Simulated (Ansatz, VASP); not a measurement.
# Ta: VASP beside Ansatz

```
Ta
1.0
    -1.62651    1.65128    1.65128
     1.62651   -1.65128    1.65128
     1.62651    1.65128   -1.65128
Ta
1
Direct
  0.00000 0.00000 0.00000
```

Change from the starting cell: strain -0.0150 x Voigt [1, 0, 0, 0, 0, 0], atoms carried along.

Alike in both runs: task single point; functional PBE; k mesh 20 × 20 × 20; occupations gaussian, width 0.15 eV; no spin polarisation.

|  | VASP | Ansatz |
| --- | --- | --- |
| version | VASP 6.6.1 | Ansatz 0.2.0 |
| potentials or method | VASP PAW PBE potentials, release 64 (Ta_pv), cutoff 520 eV | scalar-relativistic, plane waves, PAW |
| valence electrons in the cell | 11 | 13 |

Ansatz gave:

* gap on the k mesh at the Fermi level (eV): none
* pressure (GPa): 6.4
* traceless stress, the component that is largest in VASP (GPa): 1.30

Q: What did VASP give for the same quantities?

A: gap on the k mesh at the Fermi level (eV): none; pressure (GPa): 6.5; traceless stress, the component that is largest in VASP (GPa): 1.30.

A gap of «none» marks a metal or a gap that the smearing closes. VASP's potentials hold 11 valence electrons a cell and Ansatz's 13, so a difference there can come from the potentials and not from the codes.

Neither program's run includes spin-orbit coupling.
